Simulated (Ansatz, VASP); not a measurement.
## One calculation of LaY4F, two programs

```xyz
6
Lattice="4.9973 0.0000 0.0000 0.0000 4.9973 0.0000 0.0000 0.0000 7.3171" Properties=species:S:1:pos:R:3 pbc="T T T"
La    0.0000    0.0000    0.0000
Y     2.4986    0.0000    5.3614
Y     0.0000    2.4986    1.9557
Y     2.4986    0.0000    1.9557
Y     0.0000    2.4986    5.3614
F     2.4986    2.4986    3.6586
```

Change from the starting cell: species swapped into the TbCeO4 type (P4/mmm, No. 123).

Alike in both runs: functional PBE; k mesh 8 × 8 × 6; occupations gaussian, width 0.1 eV; no spin polarisation.

Ansatz relaxed the structure, and its values are those at the end. VASP's run is a single point on that final structure, the one shown.

|  | VASP | Ansatz |
| --- | --- | --- |
| version | VASP 6.6.1 | Ansatz 0.2.0 |
| potentials or method | VASP PAW PBE potentials, release 64 (La, Y_sv, F), cutoff 520 eV | scalar-relativistic, plane waves, PAW |
| valence electrons in the cell | 62 | 62 |

VASP gave:

| Item | Value |
| --- | --- |
| gap on the k mesh at the Fermi level (eV) | none |
| pressure (GPa) | -0.1 |

Question: What did Ansatz give for the same quantities?

Answer: gap on the k mesh at the Fermi level (eV): none; pressure (GPa): 0.0.

A gap of «none» marks a metal or a gap that the smearing closes.

Spin-orbit coupling is off throughout.
